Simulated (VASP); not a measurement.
Crystal: CuO.

```
CELL_PARAMETERS angstrom
2.03079 -2.19662 0.00000
2.03079 2.19662 0.00000
0.00000 0.00000 5.15593
ATOMIC_POSITIONS crystal
Cu 0.50000 0.00000 0.00000
Cu 0.00000 0.50000 0.50000
O 0.50000 0.50000 0.25000
O 0.50000 0.50000 0.75000
```

Base run:

| Property | Result |
| --- | --- |
| Program | VASP 6.6.1 |
| Functional | PBEsol |
| Potentials or basis | VASP PAW PBE potentials, release 64 (Cu_sv_GW, O) |
| Cutoff | 700 eV |
| k mesh | 8 × 8 × 5 |
| Occupations | fermi-dirac, width 0.05 eV |
| Spin | no spin polarisation |

Its results: band gap on the k mesh zero (band 25 reaches 4.88 eV, above the bottom of band 26 at 4.03 eV); pressure -13.2 GPa.

Question: The run is repeated on the same cell with these changes: potentials or basis from VASP PAW PBE potentials, release 64 (Cu_sv_GW, O) to VASP PAW PBE potentials, release 64 (Cu, O); cutoff from 700 eV to 520 eV; further incar settings from ALGO = Normal; EDIFF = 1e-06; NBANDS = 33 to ALGO = Normal; EDIFF = 1e-07; NBANDS = 25; valence electrons from 50 to 34. What comes out?

Answer: Band gap on the k mesh zero (band 17 reaches 4.85 eV, above the bottom of band 18 at 3.99 eV); pressure -10.0 GPa.

Caveats: the PAW data sets were made with another functional, which shifts forces and pressure a little; semilocal functionals often make such compounds metallic where correlation or magnetic order opens a gap, which also shifts bond lengths.
